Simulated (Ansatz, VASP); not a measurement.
# S in VASP and in Ansatz

INCAR

```
  PREC = Accurate
  ENCUT = 600
  EDIFF = 1E-6
  ISMEAR = 0
  SIGMA = 0.1
  LREAL = False
  LASPH = True
  NELM = 100
  ALGO = Normal
  ISIF = 3
  LWAVE = False
  LCHARG = False
  GGA = PE
  IBRION = 2
  NSW = 100
  EDIFFG = -0.01
```

File KPOINTS:

```
regular mesh
0
Gamma
  18 18 12
```

File POSCAR:

```
S
1.0
    4.0197978606      0.0000000000      0.0000000000
   -2.0098989303      3.4812470654      0.0000000000
    0.0000000000      0.0000000000      4.8204101015
S
2
Direct
    0.3333333333      0.6666666667      0.5000000000
    0.6666666667      0.3333333333      0.5000000000
```

Input for Ansatz:

```yaml
crystal:
  lattice:
    - [4.0197978606, 0.0, 0.0]
    - [-2.0098989303, 3.4812470654, 0.0]
    - [0.0, 0.0, 4.8204101015]
  atoms:
    - { symbol: S, position: [0.3333333333, 0.6666666667, 0.5] }
    - { symbol: S, position: [0.6666666667, 0.3333333333, 0.5] }
basis:
  ecutwfc: 420
kpoints:
  mp_grid: { grid: [18, 18, 12] }
hamiltonian:
  xc: pbe
scf:
  occupations: { method: gaussian, width: 0.1 }
output:
  forces: true
  stress: true
  eigenvalues: true
relax:
  adjacent_minimum: "off"
  f_tol: 0.01
  max_steps: 80
  cell: { stress_tol: 0.05 }
```

Alike in both runs: task relaxation of cell and atoms; functional PBE; k mesh 18 × 18 × 12; occupations gaussian, width 0.1 eV; no spin polarisation.

|  | VASP | Ansatz |
| --- | --- | --- |
| version | VASP 6.6.1 | Ansatz 0.2.0 |
| potentials or method | VASP PAW PBE potentials, release 64 (S), cutoff 600 eV | scalar-relativistic, plane waves, PAW |
| valence electrons in the cell | 12 | 12 |

Ansatz gave:

```
gap on the k mesh at the Fermi level, each at its own relaxed structure (eV) : none
relaxed volume (Å³/atom)                                                     : 30.94
relaxed cell length with the largest relative difference (Å)                 : 4.488
```

Which values does VASP return?

gap on the k mesh at the Fermi level, each at its own relaxed structure (eV): none; relaxed volume (Å³/atom): 31.37; relaxed cell length with the largest relative difference (Å): 4.555.

A gap of «none» marks a metal or a gap that the smearing closes.
